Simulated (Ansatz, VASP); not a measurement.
# Au: VASP beside Ansatz

```
CELL_PARAMETERS angstrom
0.00000 2.07256 1.98068
2.07256 0.00000 1.98068
2.07256 2.07256 0.00000
ATOMIC_POSITIONS crystal
Au 0.00000 0.00000 0.00000
```

Change from the starting cell: strain +0.015 along x and y, -0.030 along z, atoms carried along.

Alike in both runs: task single point; functional PBEsol; k mesh 26 × 26 × 26; occupations gaussian, width 0.15 eV; no spin polarisation.

```csv
,VASP,Ansatz
version,VASP 6.6.1,Ansatz 0.2.0
potentials or method,"VASP PAW PBE potentials, release 64 (Au), cutoff 520 eV","scalar-relativistic, plane waves, PAW"
valence electrons in the cell,11,19
```

```csv
,VASP,Ansatz,Ansatz less VASP
gap on the k mesh at the Fermi level (eV),none,none,-
pressure (GPa),-0.2,0.0,+0.23
"traceless stress, the component that is largest in VASP (GPa)",0.79,0.79,-0.006
```

VASP's potentials were made for PBE, not for PBEsol. A gap of «none» marks a metal or a gap that the smearing closes. VASP's potentials hold 11 valence electrons a cell and Ansatz's 19, so a difference there can come from the potentials and not from the codes.

Neither program's run includes spin-orbit coupling.
